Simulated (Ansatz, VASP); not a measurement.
**Ta3N: VASP beside Ansatz**

INCAR

```
  PREC = Accurate
  ENCUT = 520
  EDIFF = 1E-6
  ISMEAR = 0
  SIGMA = 0.15
  LREAL = False
  LASPH = True
  NELM = 100
  ALGO = Normal
  ISIF = 2
  LWAVE = False
  LCHARG = False
  GGA = PS
  NBANDS = 27
```

KPOINTS

```
Automatic mesh
0
Gamma
  18 18 8
```

File POSCAR:

```
Ta3N
1.0
    3.0005045844      0.0000000000      0.0000000000
   -1.5002522922      2.5985131942      0.0000000000
    0.0000000000      0.0000000000      6.8539311078
Ta N
3 1
Direct
    0.0000000000      0.0000000000      0.5000000000
    0.3333333333      0.6666666667      0.1725859884
    0.6666666667      0.3333333333      0.8274140116
    0.0000000000      0.0000000000      0.0000000000
```

Input for Ansatz:

```yaml
crystal:
  lattice:
    - [3.0005045844, 0.0, 0.0]
    - [-1.5002522922, 2.5985131942, 0.0]
    - [0.0, 0.0, 6.8539311078]
  atoms:
    - { symbol: Ta, position: [0.0, 0.0, 0.5] }
    - { symbol: Ta, position: [0.3333333333, 0.6666666667, 0.1725859884] }
    - { symbol: Ta, position: [0.6666666667, 0.3333333333, 0.8274140116] }
    - { symbol: "N", position: [0.0, 0.0, 0.0] }
basis:
  ecutwfc: 420
kpoints:
  mp_grid: { grid: [18, 18, 8] }
hamiltonian:
  xc: pbesol
scf:
  occupations: { method: gaussian, width: 0.15 }
output:
  forces: true
  stress: true
  eigenvalues: true
```

Change from the starting cell: strain +0.000 along x and y, -0.080 along z, atoms carried along.

Alike in both runs: task single point; functional PBEsol; k mesh 18 × 18 × 8; occupations gaussian, width 0.15 eV; no spin polarisation.

|  | VASP | Ansatz |
| --- | --- | --- |
| version | VASP 6.6.1 | Ansatz 0.2.0 |
| potentials or method | VASP PAW PBE potentials, release 64 (Ta_pv, N), cutoff 520 eV | scalar-relativistic, plane waves, PAW |
| valence electrons in the cell | 38 | 44 |

Ansatz gave:

```
gap on the k mesh at the Fermi level (eV)                     : none
pressure (GPa)                                                : 26.7
traceless stress, the component that is largest in VASP (GPa) : 8.99
rms of the force components (eV/Å)                            : 0.053
```

**Question.** Estimate VASP's values.

**Answer.** gap on the k mesh at the Fermi level (eV): none; pressure (GPa): 27.4; traceless stress, the component that is largest in VASP (GPa): 8.98; rms of the force components (eV/Å): 0.086.

VASP's potentials were made for PBE, not for PBEsol. Atom by atom the forces differ by 0.033 eV/Å (rms over components). A gap of «none» marks a metal or a gap that the smearing closes. VASP's potentials hold 38 valence electrons a cell and Ansatz's 44, so a difference there can come from the potentials and not from the codes.

Spin-orbit coupling is off throughout.
